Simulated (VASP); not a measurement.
# Ag2Sn (Fm-3m) in VASP: a series of runs

Runs on Ag2Sn. Level: PBE. Tasks: single point, relaxation of cell and atoms.

Program: VASP 6.6.1. These are calculated values, not measurements. Logs are shortened: lines on timing, memory, paths and dates and some standing lists are left out, and cuts for length are marked.

## 1. The cell of the first run

It takes space group Fm-3m (No. 225, cubic). Conventional cell: a = 6.548 Å, b = 6.548 Å, c = 6.548 Å, α = 90.00°, β = 90.00°, γ = 90.00°. Within 3.7 Å of Ag (site symmetry -43m) lie 4 Sn at 2.84 Å and 6 Ag at 3.27 Å. Within 3.7 Å of Sn (site symmetry m-3m) lie 8 Ag at 2.84 Å.

## 2. Single point, PBE

The input, INCAR:

```
SYSTEM = Ag2Sn
ALGO = Fast
EDIFF = 1E-7
ENCUT = 520
GGA = PE
ISIF = 2
ISMEAR = 0
LASPH = .TRUE.
LCHARG = .TRUE.
LELF = .TRUE.
LREAL = .FALSE.
LVHAR = .TRUE.
LWAVE = .FALSE.
NBANDS = 25
NELM = 80
PREC = Accurate
SIGMA = 0.1
```

The input, KPOINTS:

```
k-points
0
G
  12 12 12
  0 0 0
```

The input, POSCAR:

```
Ag2Sn
1.0
    0.0000000000      3.2742052679      3.2742052679
    3.2742052679      0.0000000000      3.2742052679
    3.2742052679      3.2742052679      0.0000000000
Ag Sn
2 1
Direct
    0.2500000000      0.2500000000      0.2500000000
    0.7500000000      0.7500000000      0.7500000000
    0.0000000000      0.0000000000      0.0000000000
```

Potentials or basis: VASP PAW PBE potentials, release 64 (Ag, Sn_d).

Run with:

```
$ cat potpaw_PBE.64/Ag/POTCAR potpaw_PBE.64/Sn_d/POTCAR > POTCAR
$ mpirun -np 1 vasp_std > vasp.out
```

OUTCAR:

```text
SYSTEM = Ag2Sn
   EDIFF = 1E-7
   ENCUT = 520
   GGA = PE
   ISIF = 2
   ISMEAR = 0
   LASPH = .TRUE.
   LREAL = .FALSE.
   NELM = 80
   PREC = Accurate

 ion  position               nearest neighbor table
   1  0.250  0.250  0.250-   3 2.84   3 2.84   3 2.84   3 2.84   2 3.27   2 3.27   2 3.27   2 3.27
                             2 3.27   2 3.27
   2  0.750  0.750  0.750-   3 2.84   3 2.84   3 2.84   3 2.84   1 3.27   1 3.27   1 3.27   1 3.27
                             1 3.27   1 3.27
   3  0.000  0.000  0.000-   2 2.84   2 2.84   2 2.84   1 2.84   2 2.84   1 2.84   1 2.84   1 2.84

  LATTYP: Found a face centered cubic cell.
 ALAT       =     6.5484105358

  Lattice vectors:

 A1 = (   0.0000000000,   3.2742052679,   3.2742052679)
 A2 = (   3.2742052679,   0.0000000000,   3.2742052679)
 A3 = (   3.2742052679,   3.2742052679,   0.0000000000)

Analysis of symmetry for initial positions (statically):
=====================================================================
 Subroutine PRICEL returns:
 Original cell was already a primitive cell.

 Routine SETGRP: Setting up the symmetry group for a
 face centered cubic supercell.

 Subroutine GETGRP returns: Found 48 space group operations
 (whereof 48 operations were pure point group operations)
 out of a pool of 48 trial point group operations.

The static configuration has the point symmetry O_h .

Analysis of symmetry for dynamics (positions and initial velocities):
=====================================================================
 Subroutine PRICEL returns:
 Original cell was already a primitive cell.

 Routine SETGRP: Setting up the symmetry group for a
 face centered cubic supercell.

 Subroutine GETGRP returns: Found 48 space group operations
 (whereof 48 operations were pure point group operations)
 out of a pool of 48 trial point group operations.

The dynamic configuration has the point symmetry O_h .

 Subroutine INISYM returns: Found 48 space group operations
 (whereof 48 operations are pure point group operations),
 and found     1 'primitive' translations

----------------------------------------------------------------------------------------

                                     Primitive cell

  volume of cell :      70.2017

  direct lattice vectors                    reciprocal lattice vectors
     0.000000000  3.274205268  3.274205268    -0.152708813  0.152708813  0.152708813
     3.274205268  0.000000000  3.274205268     0.152708813 -0.152708813  0.152708813
     3.274205268  3.274205268  0.000000000     0.152708813  0.152708813 -0.152708813

  length of vectors
     4.630425496  4.630425496  4.630425496     0.264499423  0.264499423  0.264499423

  position of ions in fractional coordinates (direct lattice)
     0.250000000  0.250000000  0.250000000
     0.750000000  0.750000000  0.750000000
     0.000000000  0.000000000  0.000000000

  ion indices of the primitive-cell ions
   primitive index   ion index
                 1           1
                 2           2
                 3           3

----------------------------------------------------------------------------------------

 KPOINTS: k-points

Automatic generation of k-mesh.
 Grid dimensions read from file:
 generate k-points for:   12   12   12

 Generating k-lattice:

  Cartesian coordinates                     Fractional coordinates (reciprocal lattice)
    -0.012725734  0.012725734  0.012725734     0.083333333  0.000000000  0.000000000
     0.012725734 -0.012725734  0.012725734     0.000000000  0.083333333  0.000000000
     0.012725734  0.012725734 -0.012725734     0.000000000  0.000000000  0.083333333

  Length of vectors
     0.022041619  0.022041619  0.022041619

  Shift w.r.t. Gamma in fractional coordinates (k-lattice)
     0.000000000  0.000000000  0.000000000

 Subroutine IBZKPT returns following result:
 ===========================================

 Found     72 irreducible k-points:

 Following reciprocal coordinates:
            Coordinates               Weight
  0.000000  0.000000  0.000000      1.000000
  0.083333  0.000000  0.000000      8.000000
  0.166667  0.000000  0.000000      8.000000
  0.250000  0.000000  0.000000      8.000000
  0.333333  0.000000  0.000000      8.000000
  0.416667  0.000000  0.000000      8.000000
[... 16 lines left out ...]
  0.500000  0.166667  0.000000     24.000000
 -0.416667  0.166667  0.000000     24.000000
 [... further k-points ...]
   k-points           NKPTS =     72   k-points in BZ     NKDIM =     72   number of bands    NBANDS=     25
   number of dos      NEDOS =    301   number of ions     NIONS =      3
   total plane-waves  NPLWV =  46656
   dimension x,y,z NGX =    36 NGY =   36 NGZ =   36
   dimension x,y,z NGXF=    72 NGYF=   72 NGZF=   72
   ions per type =               2   1
   NGX,Y,Z   is equivalent  to a cutoff of  12.93, 12.93, 12.93 a.u.
   NGXF,Y,Z  is equivalent  to a cutoff of  25.85, 25.85, 25.85 a.u.
 SYSTEM =  Ag2Sn
   PREC   = accura    normal or accurate (medium, high low for compatibility)
   ISTART =      0    job   : 0-new  1-cont  2-samecut
   ICHARG =      2    charge: 1-file 2-atom 10-const
   ISPIN  =      1    spin polarized calculation?
   LNONCOLLINEAR =      F non collinear calculations
   LSORBIT =      F    spin-orbit coupling
   LASPH  =      T    aspherical Exc in radial PAW
   ENCUT  =  520.0 eV  38.22 Ry    6.18 a.u.   8.61  8.61  8.61*2*pi/ulx,y,z
   NELM   =     80;   NELMIN=  2; NELMDL= -5     # of ELM steps
   EDIFF  = 0.1E-06   stopping-criterion for ELM
   LREAL  =      F    real-space projection
   EDIFFG = 0.1E-05   stopping-criterion for IOM
   NSW    =      0    number of steps for IOM
   IBRION =     -1    ionic relax: 0-MD 1-quasi-New 2-CG
   NFREE  =      0    steps in history (QN), initial steepest desc. (CG)
   ISIF   =      2    stress and relaxation
   ISYM   =      2    0-nonsym 1-usesym 2-fastsym
   POTIM  = 0.5000    time-step for ionic-motion
   TEBEG  =    0.0;   TEEND  =   0.0 temperature during run
   PSTRESS=    0.0 pullay stress
   NELECT =      36.0000    total number of electrons
   NUPDOWN=      -1.0000    fix difference up-down
   EMIN   =  10.00;   EMAX   =-10.00  energy-range for DOS
   EFERMI =   0.00;   METHOD = LEGACY
   ISMEAR =     0;   SIGMA  =   0.10  broadening in eV -4-tet -1-fermi 0-gaus
   EFERMI_NEDOS =   21; number of points for ismear=-14 and -15
   IALGO  =     68    algorithm
   IMIX   =      4    mixing-type and parameters
     AMIX     =   0.40;   BMIX     =  1.00
     AMIX_MAG =   1.60;   BMIX_MAG =  1.00
  volume/ion in A,a.u.               =      23.40       157.91
  Fermi-wavevector in a.u.,A,eV,Ry     =   1.310367  2.476235 23.362058  1.717063
  Thomas-Fermi vector in A             =   2.440903
   LORBIT       =      0    0 simple, 1 ext, 2 COOP (PROOUT), +10 PAW based schemes
   GGA     = PE    functional components
   LHFCALC =     F    Hartree Fock is set to
   AEXX    =    0.0000 exact exchange contribution
   IVDW    =     0    specifies the selected vdW correction
   LEPSILON=     F    determine dielectric tensor
   LRPA    =     F    only Hartree local field effects (RPA)
 non-spin polarized calculation
 RMM-DIIS sequential band-by-band and
 Gauss-broadening in eV      SIGMA  =   0.10
  energy-cutoff  :      520.00
  volume of cell :       70.20
 maximum number of plane-waves:      1917
   NGX = 17   NGY = 17   NGZ = 17

 number of electron      35.9999994 magnetization

 Free energy of the ion-electron system (eV)
  ---------------------------------------------------
  ext. energy  EPLUGINS =         0.00000000
  ---------------------------------------------------
  free energy    TOTEN  =        -8.87409624 eV

  energy without entropy =       -8.86711423  energy(sigma->0) =       -8.87060524

 E-fermi :   6.5294     XC(G=0): -10.4893

 val. band max:        6.5275116383   @ k =   0.4167   0.2500   0.0000
 cond. band min:       6.5319894274   @ k =   0.5000   0.3333   0.1667
 fundamental gap:      0.0044777891
 Fermi energy:         6.5293675302

 k-point     1 :       0.0000    0.0000    0.0000
  band No.  band energies     occupation
      1     -14.7819      2.00000
      2     -14.7819      2.00000
      3     -14.7819      2.00000
      4     -14.7432      2.00000
      5     -14.7432      2.00000
      6      -2.6672      2.00000
[... 17 lines left out ...]
     24      12.0719      0.00000
     25      14.9584      0.00000

 k-point     2 :       0.0833    0.0000    0.0000
  band No.  band energies     occupation
      1     -14.7821      2.00000
      2     -14.7818      2.00000
      3     -14.7818      2.00000
      4     -14.7430      2.00000
      5     -14.7430      2.00000
      6      -2.6103      2.00000
[... 17 lines left out ...]
     24      12.6957      0.00000
     25      14.7878      0.00000

 k-point     3 :       0.1667    0.0000    0.0000
  band No.  band energies     occupation
      1     -14.7825      2.00000
      2     -14.7814      2.00000
      3     -14.7814      2.00000
      4     -14.7427      2.00000
      5     -14.7427      2.00000
      6      -2.4473      2.00000
[... 17 lines left out ...]
     24      13.3539      0.00000
     25      14.5496      0.00000

 k-point     4 :       0.2500    0.0000    0.0000
  band No.  band energies     occupation
      1     -14.7830      2.00000
      2     -14.7809      2.00000
      3     -14.7809      2.00000
      4     -14.7422      2.00000
      5     -14.7422      2.00000
      6      -2.2037      2.00000
[... 17 lines left out ...]
     24      13.2428      0.00000
     25      14.6781      0.00000
[... 477 lines left out ...]
 k-point    22 :       0.4167    0.1667    0.0000
  band No.  band energies     occupation
      1     -14.7844      2.00000
      2     -14.7803      2.00000
      3     -14.7794      2.00000
      4     -14.7426      2.00000
      5     -14.7401      2.00000
      6      -1.7180      2.00000
[... 17 lines left out ...]
     24      14.7834      0.00000
     25      16.0764      0.00000

 k-point    23 :       0.5000    0.1667    0.0000
  band No.  band energies     occupation
      1     -14.7840      2.00000
      2     -14.7805      2.00000
      3     -14.7793      2.00000
      4     -14.7420      2.00000
      5     -14.7402      2.00000
      6      -1.5567      2.00000
[... 17 lines left out ...]
     24      14.6917      0.00000
     25      16.3434      0.00000

 k-point    24 :      -0.4167    0.1667    0.0000
  band No.  band energies     occupation
      1     -14.7835      2.00000
      2     -14.7808      2.00000
      3     -14.7795      2.00000
      4     -14.7415      2.00000
      5     -14.7406      2.00000
      6      -1.5338      2.00000
[... 17 lines left out ...]
     24      14.7981      0.00000
     25      15.4387      0.00000

 [... further k-points ...]
[... 5 lines left out ...]
  --------------------------------------------------------------------------------------
  -------------------------------------------------------------------------------------
  Total       -0.0033686     -0.0033686     -0.0033686     -0.0000000     -0.0000000      0.0000000
  in kB       -0.0768802     -0.0768802     -0.0768802     -0.0000000     -0.0000000      0.0000000
  external PRESSURE =      -0.0768802 kB  Pullay stress =       0.0000000 kB

 VOLUME and BASIS-vectors are now :
 -----------------------------------------------------------------------------
  energy-cutoff  :      520.00
  volume of cell :       70.20
      direct lattice vectors                 reciprocal lattice vectors
     0.000000000  3.274205268  3.274205268    -0.152708813  0.152708813  0.152708813
     3.274205268  0.000000000  3.274205268     0.152708813 -0.152708813  0.152708813
     3.274205268  3.274205268  0.000000000     0.152708813  0.152708813 -0.152708813

 POSITION                                       TOTAL-FORCE (eV/Angst)
 -----------------------------------------------------------------------------------
      1.63710      1.63710      1.63710        -0.000000     -0.000000     -0.000000
      4.91131      4.91131      4.91131         0.000000      0.000000      0.000000
      0.00000      0.00000      0.00000        -0.000000     -0.000000     -0.000000
 -----------------------------------------------------------------------------------
    total drift:                                0.000000      0.000000      0.000000

  FREE ENERGIE OF THE ION-ELECTRON SYSTEM (eV)
  ---------------------------------------------------
  free  energy   TOTEN  =        -8.8740962415 eV

  energy  without entropy=       -8.8671142337  energy(sigma->0) =       -8.87060524
```

Run time: 79 s. Hardware: 1 thread of Intel Xeon 6975P-C (Granite Rapids), shared host; peak memory 0.28 GiB.

What came out:

- Free energy: -8.8741 eV
- Pressure: 0.0 GPa
- Band gap on the k mesh: zero (band 18 reaches 9.51 eV, above the bottom of band 19 at 4.69 eV)

Caveat: spin-orbit coupling is left out, which moves the levels of the heavy elements.

## 3. Relaxation of cell and atoms, PBE

This run uses another cell than the first one, of 23.47 Å³/atom, 1.003 times its volume.

The input, INCAR:

```
SYSTEM = Ag2Sn
ALGO     = Fast           ! electronic algorithm
EDIFF    = 1E-6           ! SCF threshold, eV
EDIFFG   = -0.01          ! ionic threshold
ENCUT    = 600            ! plane-wave cutoff, eV
GGA      = PE             ! functional
IBRION   = 2              ! ionic algorithm
ISIF     = 3              ! what is computed and relaxed
ISMEAR   = 0              ! smearing method
LASPH    = .TRUE.         ! aspherical terms in the spheres
LCHARG   = .FALSE.        ! write CHGCAR
LREAL    = .FALSE.        ! projectors in reciprocal space
LWAVE    = .FALSE.        ! write WAVECAR
NELM     = 100            ! most SCF steps
NSW      = 100            ! ionic steps
PREC     = Accurate       ! precision mode
SIGMA    = 0.1            ! smearing width, eV
```

KPOINTS is that of step 2.

The input, POSCAR:

```
Ag2Sn
1.0
    0.0000000000      3.2774378282      3.2774378282
    3.2774378282      0.0000000000      3.2774378282
    3.2774378282      3.2774378282      0.0000000000
Ag Sn
2 1
Direct
    0.2500000000      0.2500000000      0.2500000000
    0.7500000000      0.7500000000      0.7500000000
    0.0000000000      0.0000000000      0.0000000000
```

Potentials or basis: VASP PAW PBE potentials, release 64 (Ag, Sn_d).

Run with:

```
$ cat potpaw_PBE.64/Ag/POTCAR potpaw_PBE.64/Sn_d/POTCAR > POTCAR
$ mpirun -np 1 vasp_std > vasp.out
```

It took 4.4 min on 1 thread of Intel Xeon 6975P-C (Granite Rapids), shared host; peak memory 0.33 GiB.

It converged, with:

| Property | Result |
| --- | --- |
| Free energy | -8.8737 eV |
| Relaxed volume | 23.38 Å³/atom |
| Relaxed cell | a = 4.629 Å, b = 4.629 Å, c = 4.629 Å, α = 60.00°, β = 60.00°, γ = 60.00° |
| Space group after relaxing (to 0.05 Å) | Fm-3m (No. 225) |
| Energy gained by relaxing | 0.0 meV/atom |
| Ionic steps | 4 |
| Pressure after relaxing | 0.0 GPa |
| Band gap on the k mesh | zero (band 18 reaches 9.53 eV, above the bottom of band 19 at 4.70 eV) |

Final structure:
```xyz
3
Lattice="0.0000 3.2731 3.2731 3.2731 0.0000 3.2731 3.2731 3.2731 0.0000" Properties=species:S:1:pos:R:3 pbc="T T T"
Ag    1.6365    1.6365    1.6365
Ag    4.9096    4.9096    4.9096
Sn    0.0000    0.0000    0.0000
```

Levels at points of the mesh, in eV from the Fermi level:
```
           k point  band 15  band 16  band 17  band 18  band 19  band 20  band 21  band 22
(0.00, 0.00, 0.00)    -3.63    -3.63     2.49     2.99     2.99     2.99     3.86     3.86
(0.50, 0.00, 0.00)    -4.43    -4.15    -3.82     1.57     1.57     2.15     4.90     4.90
(0.50, 0.50, 0.00)    -4.06    -3.65    -2.41    -1.03    -1.03     1.73     3.10    10.11
```

Caveat: spin-orbit coupling is left out, which moves the levels of the heavy elements.
